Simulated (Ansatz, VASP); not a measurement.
# One calculation of Y, two programs

```
Y
1.0
     3.39231    0.00000    0.00000
     0.00000    3.39231    0.00000
     0.00000    0.00000    3.39231
Y
1
Direct
  0.00000 0.00000 0.00000
```

Alike in both runs: task single point; functional r2SCAN; k mesh 11 × 11 × 11; occupations fermi-dirac, width 0.1 eV; no spin polarisation.

|  | VASP | Ansatz |
| --- | --- | --- |
| version | VASP 6.6.1 | Ansatz 0.2.0 |
| potentials or method | VASP PAW PBE potentials, release 64 (Y_sv), cutoff 550 eV | plane waves (500 eV) with PAW, scalar-relativistic |
| valence electrons in the cell | 11 | 11 |

Ansatz gave:

```
pressure (GPa) : -2.6
```

**Question.** Which values does VASP return?

**Answer.** Pressure (GPa): -2.2.

VASP's potentials were made for PBE, not for r2SCAN. With one functional, cell and mesh, what is left measures potentials, basis and numerics.
